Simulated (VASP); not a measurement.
Here is a VASP 6.6.1 calculation.

The input INCAR:

```
SYSTEM = HfO2
PREC = Accurate
ENCUT = 520
EDIFF = 1E-8
ISMEAR = 0
SIGMA = 0.01
LREAL = .FALSE.
LASPH = .TRUE.
NELM = 60
ALGO = Normal
ISIF = 2
LWAVE = .FALSE.
LCHARG = .FALSE.
GGA = CA
NBANDS = 18
IBRION = 8
NSW = 1
LEPSILON = .TRUE.
```

Contents of KPOINTS:

```
Automatic mesh
0
G
  8 8 8
  0 0 0
```

Contents of POSCAR:

```
HfO2
1.0
    0.0000000000      2.4975748620      2.4975748620
    2.4975748620      0.0000000000      2.4975748620
    2.4975748620      2.4975748620      0.0000000000
Hf O
1 2
Direct
    0.0000000000      0.0000000000      0.0000000000
    0.2500000000      0.2500000000      0.2500000000
    0.7500000000      0.7500000000      0.7500000000
```

Potentials or basis: VASP PAW LDA potentials, release 64 (Hf_pv, O).

The run is started by

```bash
$ cat potpaw_LDA.64/Hf_pv/POTCAR potpaw_LDA.64/O/POTCAR > POTCAR
$ mpirun -np 1 vasp_std > vasp.out
```

Task: Predict the electronic dielectric tensor (diagonal).

Result: 5.34.

Task: Predict the Born charges (mean of the diagonal).

Result: Hf +5.55; O -2.78 e.

Task: Estimate the highest phonon frequency at Γ, LO-TO splitting left out.

Result: 598 cm⁻¹.

Electronic dielectric tensor:
```
5.34 0.00 0.00
0.00 5.34 0.00
0.00 0.00 5.34
```

Caveat: the cell stands under pressure or tension, which shifts response properties.
